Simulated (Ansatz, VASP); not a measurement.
MgSn5 in VASP and in Ansatz

```
Mg Sn
1.0
     5.65018    0.00000    0.00000
    -2.82509    4.89320    0.00000
     0.00000    0.00000    5.61720
Mg Sn
1 5
Direct
  0.00000 0.00000 0.50000
  0.67000 0.00000 0.00000
  0.33000 0.33000 0.00000
  0.00000 0.67000 0.00000
  0.66667 0.33333 0.50000
  0.33333 0.66667 0.50000
```

Alike in both runs: task single point; functional PBEsol; k mesh 3 × 3 × 3; occupations fermi-dirac, width 0.05 eV; no spin polarisation.

|  | VASP | Ansatz |
| --- | --- | --- |
| version | VASP 6.6.1 | Ansatz 0.2.0 |
| potentials or method | VASP PAW PBE potentials, release 64 (Mg, Sn_d), cutoff 520 eV | plane waves, PAW |
| valence electrons in the cell | 72 | 80 |

Ansatz gave:

* pressure (GPa): -0.2
* traceless stress, the component that is largest in VASP (GPa): -0.27
* rms of the force components (eV/Å): 0.012

Problem. What did VASP give for the same quantities?

Solution. Pressure (GPa): -0.3; traceless stress, the component that is largest in VASP (GPa): -0.27; rms of the force components (eV/Å): 0.011.

VASP's potentials were made for PBE, not for PBEsol. Atom by atom the forces differ by 0.001 eV/Å (rms over components). The functional is the same, so the differences come from potentials, cutoffs and numerics. VASP's potentials hold 72 valence electrons a cell and Ansatz's 80, so a difference there can come from the potentials and not from the codes.

The k mesh is coarse, so the values compare programs but aren't converged.
